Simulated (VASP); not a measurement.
CuO:

```
Cu O
1.0
     3.17953    0.00000    0.00000
    -1.58977    2.75356    0.00000
     0.00000    0.00000    4.43149
Cu O
2 2
Direct
  0.00000 0.00000 0.00000
  0.00000 0.00000 0.50000
  0.33333 0.66667 0.25000
  0.66667 0.33333 0.75000
```

Base run:

| Quantity | Value |
| --- | --- |
| Program | VASP 6.6.1 |
| Functional | LDA |
| Potentials or basis | VASP PAW LDA potentials, release 64 (Cu, O) |
| Cutoff | 520 eV |
| k mesh | 10 × 10 × 6 |
| Occupations | fermi-dirac, width 0.05 eV |
| Spin | no spin polarisation |
| Hubbard terms | Cu d U = 6.0 eV |

Its results: band gap on the k mesh zero (band 17 reaches 5.12 eV, above the bottom of band 18 at 3.98 eV); pressure -15.6 GPa.

After a change of settings the same cell gave: band gap on the k mesh zero (band 17 reaches 5.43 eV, above the bottom of band 18 at 4.30 eV); pressure -13.6 GPa. Which change was it?
A. hubbard terms from Cu d U = 6.0 eV to Cu d U = 3.0 eV; further incar settings from ALGO = Normal; EDIFF = 1e-07; NBANDS = 25 to ALGO = Normal; EDIFF = 1e-06; NBANDS = 25
B. hubbard terms from Cu d U = 6.0 eV to Cu d U = 8.0 eV
C. hubbard terms from Cu d U = 6.0 eV to Cu d U = 4.0 eV
D. hubbard terms from Cu d U = 6.0 eV to none

C.

Caveats: U without spin polarisation on a metal has little footing.
